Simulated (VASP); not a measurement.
Ca2Se:

```
CELL_PARAMETERS angstrom
0.00000 3.43151 3.43151
3.43151 0.00000 3.43151
3.43151 3.43151 0.00000
ATOMIC_POSITIONS crystal
Ca 0.25000 0.25000 0.25000
Ca 0.75000 0.75000 0.75000
Se 0.00000 0.00000 0.00000
```

- Program: VASP 6.6.1
- Task: relaxation of cell and atoms
- Functional: PBE
- Potentials or basis: VASP PAW PBE potentials, release 64 (Ca_sv, Se)
- Cutoff: 600 eV
- k mesh: 12 × 12 × 12
- Occupations: gaussian, width 0.1 eV
- Spin: no spin polarisation

At the start: pressure 2.9 GPa; volume 26.94 Å³/atom.

**Question.** Where does the relaxation end?

**Answer.** Over 3 steps the energy falls by 20.0 meV/atom and the volume is 29.29 Å³/atom (+8.7 %); space group Fm-3m (No. 225, to 0.1 Å) before and after.

Step by step:
```tsv
step	energy change (eV)	largest force (eV/Å)	pressure (GPa)	volume (Å³)
1	0.0000	0.0000	2.93	80.81
2	-0.0586	0.0000	0.39	86.72
3	-0.0599	0.0000	-0.01	87.87
```

Final structure:
```cif
data_structure
_symmetry_space_group_name_H-M 'P 1'
_symmetry_Int_Tables_number 1
_cell_length_a 4.9902
_cell_length_b 4.9902
_cell_length_c 4.9902
_cell_angle_alpha 60.000
_cell_angle_beta 60.000
_cell_angle_gamma 60.000
_cell_volume 87.87
loop_
_atom_site_label
_atom_site_type_symbol
_atom_site_fract_x
_atom_site_fract_y
_atom_site_fract_z
_atom_site_occupancy
Ca1 Ca 0.25000 0.25000 0.25000 1
Ca2 Ca 0.75000 0.75000 0.75000 1
Se1 Se 0.00000 0.00000 0.00000 1
```
